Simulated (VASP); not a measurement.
# SiC in VASP: a series of runs

The runs below take SiC through single point, with PBEsol.

All numbers are computed with VASP 6.6.1; they aren't measurements. Logs are shortened: lines on timing, memory, paths and dates and some standing lists are left out, and cuts for length are marked.

### Step 1. The cell of the first run

It takes space group F-43m (No. 216, cubic). Conventional cell: a = 4.393 Å, b = 4.393 Å, c = 4.393 Å, α = 90.00°, β = 90.00°, γ = 90.00°. Si (site symmetry -43m) has 4 C at 1.90 Å within 2.5 Å. Within 2.5 Å of C (site symmetry -43m) lie 4 Si at 1.90 Å.

### Step 2. Single point, PBEsol

Input file INCAR:

```
ALGO = Normal
EDIFF = 1E-6
ENCUT = 520
GGA = PS
ISIF = 2
ISMEAR = 0
LASPH = T
LCHARG = F
LREAL = F
LWAVE = F
NBANDS = 11
NELM = 100
PREC = Accurate
SIGMA = 0.05
```

Input file KPOINTS:

```
k-points
0
Gamma
  10 10 10
```

Input file POSCAR:

```
SiC
1.0
    0.0000000000      2.1964702184      2.1964702184
    2.1964702184      0.0000000000      2.1964702184
    2.1964702184      2.1964702184      0.0000000000
Si C
1 1
Direct
    0.0000000000      0.0000000000      0.0000000000
    0.7500000000      0.7500000000      0.7500000000
```

Potentials or basis: VASP PAW PBE potentials, release 64 (Si, C).

Command:

```
$ cat potpaw_PBE.64/Si/POTCAR potpaw_PBE.64/C/POTCAR > POTCAR
$ mpirun -np 1 vasp_std > vasp.out
```

OUTCAR:

```text
EDIFF = 1E-6
   ENCUT = 520
   GGA = PS
   ISIF = 2
   ISMEAR = 0
   LASPH = T
   LREAL = F
   NELM = 100
   PREC = Accurate

 ion  position               nearest neighbor table
   1  0.000  0.000  0.000-   2 1.90   2 1.90   2 1.90   2 1.90
   2  0.750  0.750  0.750-   1 1.90   1 1.90   1 1.90   1 1.90

  LATTYP: Found a face centered cubic cell.
 ALAT       =     4.3929404368

  Lattice vectors:

 A1 = (   0.0000000000,   2.1964702184,   2.1964702184)
 A2 = (   2.1964702184,   0.0000000000,   2.1964702184)
 A3 = (   2.1964702184,   2.1964702184,   0.0000000000)

Analysis of symmetry for initial positions (statically):
=====================================================================
 Subroutine PRICEL returns:
 Original cell was already a primitive cell.

 Routine SETGRP: Setting up the symmetry group for a
 face centered cubic supercell.

 Subroutine GETGRP returns: Found 24 space group operations
 (whereof 24 operations were pure point group operations)
 out of a pool of 48 trial point group operations.

The static configuration has the point symmetry T_d .

Analysis of symmetry for dynamics (positions and initial velocities):
=====================================================================
 Subroutine PRICEL returns:
 Original cell was already a primitive cell.

 Routine SETGRP: Setting up the symmetry group for a
 face centered cubic supercell.

 Subroutine GETGRP returns: Found 24 space group operations
 (whereof 24 operations were pure point group operations)
 out of a pool of 48 trial point group operations.

The dynamic configuration has the point symmetry T_d .

 Subroutine INISYM returns: Found 24 space group operations
 (whereof 24 operations are pure point group operations),
 and found     1 'primitive' translations

----------------------------------------------------------------------------------------

                                     Primitive cell

  volume of cell :      21.1937

  direct lattice vectors                    reciprocal lattice vectors
     0.000000000  2.196470218  2.196470218    -0.227637960  0.227637960  0.227637960
     2.196470218  0.000000000  2.196470218     0.227637960 -0.227637960  0.227637960
     2.196470218  2.196470218  0.000000000     0.227637960  0.227637960 -0.227637960

  length of vectors
     3.106277972  3.106277972  3.106277972     0.394280513  0.394280513  0.394280513

  position of ions in fractional coordinates (direct lattice)
     0.000000000  0.000000000  0.000000000
     0.750000000  0.750000000  0.750000000

  ion indices of the primitive-cell ions
   primitive index   ion index
                 1           1
                 2           2

----------------------------------------------------------------------------------------

 KPOINTS: k-points

Automatic generation of k-mesh.
 Grid dimensions read from file:
 generate k-points for:   10   10   10

 Generating k-lattice:

  Cartesian coordinates                     Fractional coordinates (reciprocal lattice)
    -0.022763796  0.022763796  0.022763796     0.100000000  0.000000000  0.000000000
     0.022763796 -0.022763796  0.022763796     0.000000000  0.100000000  0.000000000
     0.022763796  0.022763796 -0.022763796     0.000000000  0.000000000  0.100000000

  Length of vectors
     0.039428051  0.039428051  0.039428051

  Shift w.r.t. Gamma in fractional coordinates (k-lattice)
     0.000000000  0.000000000  0.000000000

 Subroutine IBZKPT returns following result:
 ===========================================

 Found     47 irreducible k-points:

 Following reciprocal coordinates:
            Coordinates               Weight
  0.000000  0.000000  0.000000      1.000000
  0.100000  0.000000  0.000000      8.000000
  0.200000  0.000000  0.000000      8.000000
  0.300000  0.000000  0.000000      8.000000
  0.400000  0.000000  0.000000      8.000000
  0.500000  0.000000  0.000000      4.000000
[... 16 lines left out ...]
  0.300000  0.300000  0.000000      6.000000
  0.400000  0.300000  0.000000     24.000000
 [... further k-points ...]
   k-points           NKPTS =     47   k-points in BZ     NKDIM =     47   number of bands    NBANDS=     11
   number of dos      NEDOS =    301   number of ions     NIONS =      2
   total plane-waves  NPLWV =  13824
   dimension x,y,z NGX =    24 NGY =   24 NGZ =   24
   dimension x,y,z NGXF=    48 NGYF=   48 NGZF=   48
   ions per type =               1   1
   NGX,Y,Z   is equivalent  to a cutoff of  12.84, 12.84, 12.84 a.u.
   NGXF,Y,Z  is equivalent  to a cutoff of  25.69, 25.69, 25.69 a.u.
 SYSTEM =  unknown system
   PREC   = accura    normal or accurate (medium, high low for compatibility)
   ISTART =      0    job   : 0-new  1-cont  2-samecut
   ICHARG =      2    charge: 1-file 2-atom 10-const
   ISPIN  =      1    spin polarized calculation?
   LNONCOLLINEAR =      F non collinear calculations
   LSORBIT =      F    spin-orbit coupling
   LASPH  =      T    aspherical Exc in radial PAW
   ENCUT  =  520.0 eV  38.22 Ry    6.18 a.u.   5.78  5.78  5.78*2*pi/ulx,y,z
   NELM   =    100;   NELMIN=  2; NELMDL= -5     # of ELM steps
   EDIFF  = 0.1E-05   stopping-criterion for ELM
   LREAL  =      F    real-space projection
   EDIFFG = 0.1E-04   stopping-criterion for IOM
   NSW    =      0    number of steps for IOM
   IBRION =     -1    ionic relax: 0-MD 1-quasi-New 2-CG
   NFREE  =      0    steps in history (QN), initial steepest desc. (CG)
   ISIF   =      2    stress and relaxation
   ISYM   =      2    0-nonsym 1-usesym 2-fastsym
   POTIM  = 0.5000    time-step for ionic-motion
   TEBEG  =    0.0;   TEEND  =   0.0 temperature during run
   PSTRESS=    0.0 pullay stress
   NELECT =       8.0000    total number of electrons
   NUPDOWN=      -1.0000    fix difference up-down
   EMIN   =  10.00;   EMAX   =-10.00  energy-range for DOS
   EFERMI =   0.00;   METHOD = LEGACY
   ISMEAR =     0;   SIGMA  =   0.05  broadening in eV -4-tet -1-fermi 0-gaus
   EFERMI_NEDOS =   21; number of points for ismear=-14 and -15
   IALGO  =     38    algorithm
   IMIX   =      4    mixing-type and parameters
     AMIX     =   0.40;   BMIX     =  1.00
     AMIX_MAG =   1.60;   BMIX_MAG =  1.00
  volume/ion in A,a.u.               =      10.60        71.51
  Fermi-wavevector in a.u.,A,eV,Ry     =   1.183140  2.235811 19.045714  1.399821
  Thomas-Fermi vector in A             =   2.319380
   LORBIT       =      0    0 simple, 1 ext, 2 COOP (PROOUT), +10 PAW based schemes
   GGA     = PS    functional components
   LHFCALC =     F    Hartree Fock is set to
   AEXX    =    0.0000 exact exchange contribution
   IVDW    =     0    specifies the selected vdW correction
   LEPSILON=     F    determine dielectric tensor
   LRPA    =     F    only Hartree local field effects (RPA)
 non-spin polarized calculation
 Gauss-broadening in eV      SIGMA  =   0.05
  energy-cutoff  :      520.00
  volume of cell :       21.19
 maximum number of plane-waves:       588
   NGX = 11   NGY = 11   NGZ = 11

 number of electron       8.0000001 magnetization

 Free energy of the ion-electron system (eV)
  ---------------------------------------------------
  ext. energy  EPLUGINS =         0.00000000
  ---------------------------------------------------
  free energy    TOTEN  =       -15.90755672 eV

  energy without entropy =      -15.90755672  energy(sigma->0) =      -15.90755672

 E-fermi :   8.0695     XC(G=0): -11.4021

 val. band max:        7.7897714737   @ k =   0.0000   0.0000   0.0000
 cond. band min:       9.0448685321   @ k =   0.5000   0.5000   0.0000
 fundamental gap:      1.2550970584
 Fermi energy:         8.0694757094

 k-point     1 :       0.0000    0.0000    0.0000
  band No.  band energies     occupation
      1      -7.4470      2.00000
      2       7.7898      2.00000
      3       7.7898      2.00000
      4       7.7898      2.00000
      5      13.6994      0.00000
      6      14.8695      0.00000
      7      14.8695      0.00000
      8      14.8695      0.00000
      9      22.1069      0.00000
     10      22.1069      0.00000
     11      23.6850      0.00000

 k-point     2 :       0.1000    0.0000    0.0000
  band No.  band energies     occupation
      1      -7.2546      2.00000
      2       6.7774      2.00000
      3       7.6556      2.00000
      4       7.6556      2.00000
      5      13.9856      0.00000
      6      15.1103      0.00000
      7      15.1103      0.00000
      8      15.1182      0.00000
      9      21.1508      0.00000
     10      21.1508      0.00000
     11      23.6413      0.00000

 k-point     3 :       0.2000    0.0000    0.0000
  band No.  band energies     occupation
      1      -6.6857      2.00000
      2       4.6693      2.00000
      3       7.3485      2.00000
      4       7.3485      2.00000
      5      13.7185      0.00000
      6      15.4722      0.00000
      7      15.4722      0.00000
      8      16.2880      0.00000
      9      20.4822      0.00000
     10      20.4822      0.00000
     11      22.7818      0.00000

 k-point     4 :       0.3000    0.0000    0.0000
  band No.  band energies     occupation
      1      -5.7753      2.00000
      2       2.3804      2.00000
      3       7.0331      2.00000
      4       7.0331      2.00000
      5      13.3110      0.00000
      6      15.3552      0.00000
      7      15.3552      0.00000
      8      17.2628      0.00000
      9      21.2684      0.00000
     10      21.2684      0.00000
     11      22.4918      0.00000

 k-point     5 :       0.4000    0.0000    0.0000
  band No.  band energies     occupation
      1      -4.6489      2.00000
      2       0.3512      2.00000
      3       6.8152      2.00000
      4       6.8152      2.00000
      5      13.0403      0.00000
      6      14.9957      0.00000
      7      14.9957      0.00000
      8      17.5634      0.00000
      9      23.0541      0.00000
     10      23.1438      0.00000
     11      23.1438      0.00000
[... 211 lines left out ...]
 k-point    21 :      -0.3000    0.2000    0.0000
  band No.  band energies     occupation
      1      -4.4253      2.00000
      2       1.4159      2.00000
      3       3.9952      2.00000
      4       6.6208      2.00000
      5      13.1967      0.00000
      6      15.7711      0.00000
      7      16.3278      0.00000
      8      17.7810      0.00000
      9      20.2946      0.00000
     10      22.8646      0.00000
     11      26.4334      0.00000

 k-point    22 :      -0.2000    0.2000    0.0000
  band No.  band energies     occupation
      1      -5.4697      2.00000
      2       3.0110      2.00000
      3       4.5827      2.00000
      4       7.1403      2.00000
      5      14.1469      0.00000
      6      15.5195      0.00000
      7      15.9423      0.00000
      8      16.6742      0.00000
      9      19.1227      0.00000
     10      22.8461      0.00000
     11      26.5644      0.00000

 k-point    23 :       0.3000    0.3000    0.0000
  band No.  band energies     occupation
      1      -5.2074      2.00000
      2       3.4390      2.00000
      3       5.4412      2.00000
      4       5.4412      2.00000
      5      10.8077      0.00000
      6      13.1950      0.00000
      7      19.0282      0.00000
      8      19.0282      0.00000
      9      19.8414      0.00000
     10      24.6439      0.00000
     11      29.0926      0.00000

 k-point    24 :       0.4000    0.3000    0.0000
  band No.  band energies     occupation
      1      -4.3504      2.00000
      2       2.2302      2.00000
      3       4.6537      2.00000
      4       5.1812      2.00000
      5      10.5278      0.00000
      6      13.2034      0.00000
      7      19.0885      0.00000
      8      19.4281      0.00000
      9      21.1894      0.00000
     10      25.5844      0.00000
     11      28.5880      0.00000

 [... further k-points ...]
[... 5 lines left out ...]
  --------------------------------------------------------------------------------------
  -------------------------------------------------------------------------------------
  Total       -0.6476154     -0.6476154     -0.6476154      0.0000000      0.0000000      0.0000000
  in kB      -48.9577859    -48.9577859    -48.9577859      0.0000000      0.0000000      0.0000000
  external PRESSURE =     -48.9577859 kB  Pullay stress =       0.0000000 kB

 VOLUME and BASIS-vectors are now :
 -----------------------------------------------------------------------------
  energy-cutoff  :      520.00
  volume of cell :       21.19
      direct lattice vectors                 reciprocal lattice vectors
     0.000000000  2.196470218  2.196470218    -0.227637960  0.227637960  0.227637960
     2.196470218  0.000000000  2.196470218     0.227637960 -0.227637960  0.227637960
     2.196470218  2.196470218  0.000000000     0.227637960  0.227637960 -0.227637960

 POSITION                                       TOTAL-FORCE (eV/Angst)
 -----------------------------------------------------------------------------------
      0.00000      0.00000      0.00000        -0.000000     -0.000000     -0.000000
      3.29471      3.29471      3.29471         0.000000      0.000000      0.000000
 -----------------------------------------------------------------------------------
    total drift:                               -0.000000     -0.000000     -0.000000

  FREE ENERGIE OF THE ION-ELECTRON SYSTEM (eV)
  ---------------------------------------------------
  free  energy   TOTEN  =       -15.9075567246 eV

  energy  without entropy=      -15.9075567246  energy(sigma->0) =      -15.90755672
```

It took 18 s on 1 thread of Intel Xeon 6975P-C, shared host; peak memory 0.11 GiB.

Results:

* Free energy: -15.9076 eV
* Pressure: -4.9 GPa
* Band gap on the k mesh: 1.26 eV, indirect (least direct gap 4.42 eV)

Levels at points of the mesh, in eV from the valence-band top:
| k point | band 2 | band 3 | band 4 | band 5 | band 6 | band 7 |
| --- | --- | --- | --- | --- | --- | --- |
| (0.00, 0.00, 0.00) | 0.00 | 0.00 | 0.00 | 5.91 | 7.08 | 7.08 |
| (0.50, 0.00, 0.00) | -8.47 | -1.05 | -1.05 | 5.16 | 7.04 | 7.04 |
| (0.50, 0.50, 0.00) | -7.76 | -3.16 | -3.16 | 1.26 | 4.12 | 13.68 |

Caveat: the PAW data sets were made with another functional, which shifts forces and pressure a little. A hybrid or GW would open this gap; PBEsol tends to underestimate it.

### Step 3. Single point, PBEsol

This run uses another cell than the first one, of 10.08 Å³/atom, 0.951 times its volume.

Input file INCAR:

```
  PREC = Accurate
  ENCUT = 520
  EDIFF = 1E-6
  ISMEAR = 0
  SIGMA = 0.05
  LREAL = F
  LASPH = T
  NELM = 60
  ALGO = Normal
  ISIF = 2
  LWAVE = F
  LCHARG = T
  GGA = PS
  LELF = T
  LVHAR = T
  NBANDS = 11
```

Input file KPOINTS:

```
regular mesh
0
Gamma
  10 10 10
```

Input file POSCAR:

```
SiC
1.0
    0.0000000000      2.1603089512      2.1603089512
    2.1603089512      0.0000000000      2.1603089512
    2.1603089512      2.1603089512      0.0000000000
Si C
1 1
Direct
    0.0000000000      0.0000000000      0.0000000000
    0.7500000000      0.7500000000      0.7500000000
```

Potentials or basis: VASP PAW PBE potentials, release 64 (Si, C).

Command:

```
$ cat potpaw_PBE.64/Si/POTCAR potpaw_PBE.64/C/POTCAR > POTCAR
$ mpirun -np 1 vasp_std > vasp.out
```

OUTCAR:

```text
PREC = Accurate
   ENCUT = 520
   EDIFF = 1E-6
   ISMEAR = 0
   LREAL = F
   LASPH = T
   NELM = 60
   ISIF = 2
   GGA = PS

 ion  position               nearest neighbor table
   1  0.000  0.000  0.000-   2 1.87   2 1.87   2 1.87   2 1.87
   2  0.750  0.750  0.750-   1 1.87   1 1.87   1 1.87   1 1.87

  LATTYP: Found a face centered cubic cell.
 ALAT       =     4.3206179024

  Lattice vectors:

 A1 = (   0.0000000000,   2.1603089512,   2.1603089512)
 A2 = (   2.1603089512,   0.0000000000,   2.1603089512)
 A3 = (   2.1603089512,   2.1603089512,   0.0000000000)

Analysis of symmetry for initial positions (statically):
=====================================================================
 Subroutine PRICEL returns:
 Original cell was already a primitive cell.

 Routine SETGRP: Setting up the symmetry group for a
 face centered cubic supercell.

 Subroutine GETGRP returns: Found 24 space group operations
 (whereof 24 operations were pure point group operations)
 out of a pool of 48 trial point group operations.

The static configuration has the point symmetry T_d .

Analysis of symmetry for dynamics (positions and initial velocities):
[... 165 lines left out ...]

 k-point     1 :       0.0000    0.0000    0.0000
  band No.  band energies     occupation
      1      -7.2797      2.00000
      2       8.3494      2.00000
      3       8.3494      2.00000
      4       8.3494      2.00000
      5      14.8378      0.00000
      6      15.7721      0.00000
      7      15.7721      0.00000
      8      15.7721      0.00000
      9      22.9582      0.00000
     10      22.9582      0.00000
     11      25.0147      0.00000
[... 309 lines left out ...]
 k-point    24 :       0.4000    0.3000    0.0000
  band No.  band energies     occupation
      1      -4.0511      2.00000
      2       2.7335      2.00000
      3       5.1137      2.00000
      4       5.6626      2.00000
      5      11.1248      0.00000
      6      13.9680      0.00000
      7      20.1829      0.00000
      8      20.4576      0.00000
      9      22.3351      0.00000
     10      26.6039      0.00000
     11      29.9146      0.00000

 [... further k-points ...]
[... 5 lines left out ...]
  --------------------------------------------------------------------------------------
  -------------------------------------------------------------------------------------
  Total        0.7801049      0.7801049      0.7801049     -0.0000000      0.0000000      0.0000000
  in kB       61.9849151     61.9849151     61.9849151     -0.0000000      0.0000000      0.0000000
  external PRESSURE =      61.9849151 kB  Pullay stress =       0.0000000 kB

 VOLUME and BASIS-vectors are now :
 -----------------------------------------------------------------------------
  energy-cutoff  :      520.00
  volume of cell :       20.16
      direct lattice vectors                 reciprocal lattice vectors
     0.000000000  2.160308951  2.160308951    -0.231448377  0.231448377  0.231448377
     2.160308951  0.000000000  2.160308951     0.231448377 -0.231448377  0.231448377
     2.160308951  2.160308951  0.000000000     0.231448377  0.231448377 -0.231448377

 POSITION                                       TOTAL-FORCE (eV/Angst)
 -----------------------------------------------------------------------------------
      0.00000      0.00000      0.00000         0.000000      0.000000      0.000000
      3.24046      3.24046      3.24046        -0.000000     -0.000000     -0.000000
 -----------------------------------------------------------------------------------
    total drift:                               -0.000000     -0.000000     -0.000000

  FREE ENERGIE OF THE ION-ELECTRON SYSTEM (eV)
  ---------------------------------------------------
  free  energy   TOTEN  =       -15.9045629586 eV

  energy  without entropy=      -15.9045629586  energy(sigma->0) =      -15.90456296
```

It took 21 s on 1 thread of Intel Xeon 6975P-C, shared host; peak memory 0.1 GiB.

Results:

```yaml
Free_energy: -15.9046 eV
Pressure: 6.2 GPa
Band_gap_on_the_k_mesh: 1.21 eV, indirect (least direct gap 4.47 eV)
```

Levels at points of the mesh, in eV from the valence-band top:
```csv
k point,band 2,band 3,band 4,band 5,band 6,band 7
"(0.00, 0.00, 0.00)",0.00,0.00,0.00,6.49,7.42,7.42
"(0.50, 0.00, 0.00)",-8.74,-1.06,-1.06,5.61,7.24,7.24
"(0.50, 0.50, 0.00)",-7.92,-3.26,-3.26,1.21,4.29,14.26
```

Caveat: the PAW data sets were made with another functional, which shifts forces and pressure a little. Expect the measured gap to be larger: semilocal functionals such as PBEsol lack the derivative discontinuity.

[end of part 1 of 2]
